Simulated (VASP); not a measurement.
Set up this calculation in VASP 6.6.1, as the native input.

* Task: electric field gradients
* Functional: LDA
* Potentials or basis: VASP PAW LDA potentials, release 64 (Ti_sv)
* Cutoff: 520 eV
* k mesh: 13 × 13 × 7
* Occupations: fermi-dirac, width 0.05 eV
* Spin: no spin polarisation
* Dipole correction: no
* Further INCAR settings: ALGO = Normal; EDIFF = 1e-08; NBANDS = 19

The structure of Ti lies in POSCAR:

```
Ti
1.0
    2.9110607405      0.0000000000      0.0000000000
   -1.4555303702      2.5210525532      0.0000000000
    0.0000000000      0.0000000000      4.6018555149
Ti
2
Direct
    0.3333333333      0.6666666667      0.2500000000
    0.6666666667      0.3333333333      0.7500000000
```

This cell differs from its parent crystal: volume scaled by 0.975.

The input as run:

INCAR

```
PREC     = Accurate       # precision mode
ENCUT    = 520            # plane-wave cutoff, eV
EDIFF    = 1E-8           # SCF threshold, eV
ISMEAR   = -1             # smearing method
SIGMA    = 0.05           # smearing width, eV
LREAL    = False          # projectors in reciprocal space
LASPH    = True           # aspherical terms in the spheres
NELM     = 60             # most SCF steps
ALGO     = Normal         # electronic algorithm
ISIF     = 2              # what is computed and relaxed
LWAVE    = False          # write WAVECAR
LCHARG   = False          # write CHGCAR
GGA      = CA             # functional
LEFG     = True         
NBANDS   = 19             # bands
```

KPOINTS

```
regular mesh
0
Gamma
  13 13 7
```

Potentials or basis: VASP PAW LDA potentials, release 64 (Ti_sv).

The run is started by

```sh
$ cat potpaw_LDA.64/Ti_sv/POTCAR > POTCAR
$ mpirun -np 1 vasp_std > vasp.out
```

It gave:

* Pressure: -5.6 GPa
* Band gap on the k mesh: zero (band 12 reaches 9.15 eV, above the bottom of band 13 at 8.07 eV)

Caveat: without QUAD_EFG the Cq values of the log hold for a quadrupole moment of 1 mb, not for the nuclei.

Wall time 22 s on 1 thread of Intel(R) Xeon(R) Platinum 8559C (Emerald Rapids) (shared host), peak memory 0.16 GiB.
